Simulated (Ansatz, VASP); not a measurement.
**HfSi4: VASP beside Ansatz**

```
CELL_PARAMETERS angstrom
4.97737 0.00000 0.00000
-2.48869 4.31053 0.00000
0.00000 0.00000 4.93177
ATOMIC_POSITIONS crystal
Hf 0.00000 0.00000 0.50000
Si 0.50000 0.00000 0.00000
Si 0.00000 0.50000 0.00000
Si 0.50000 0.50000 0.00000
Si 0.00000 0.00000 0.00000
```

Alike in both runs: functional PBE; k mesh 12 × 12 × 8; occupations gaussian, width 0.1 eV; no spin polarisation.

Ansatz relaxed the structure, and its values are those at the end. VASP's run is a single point on that final structure, the one shown.

|  | VASP | Ansatz |
| --- | --- | --- |
| version | VASP 6.6.1 | Ansatz 0.2.0 |
| potentials or method | VASP PAW PBE potentials, release 64 (Hf_pv, Si), cutoff 520 eV | scalar-relativistic, plane waves, PAW |
| valence electrons in the cell | 26 | 42 |

|  | VASP | Ansatz | Ansatz less VASP |
| --- | --- | --- | --- |
| gap on the k mesh at the Fermi level (eV) | none | none | - |
| pressure (GPa) | -0.1 | 0.0 | +0.11 |

A gap of «none» marks a metal or a gap that the smearing closes. VASP's potentials hold 26 valence electrons a cell and Ansatz's 42, so a difference there can come from the potentials and not from the codes.

Neither program's run includes spin-orbit coupling.
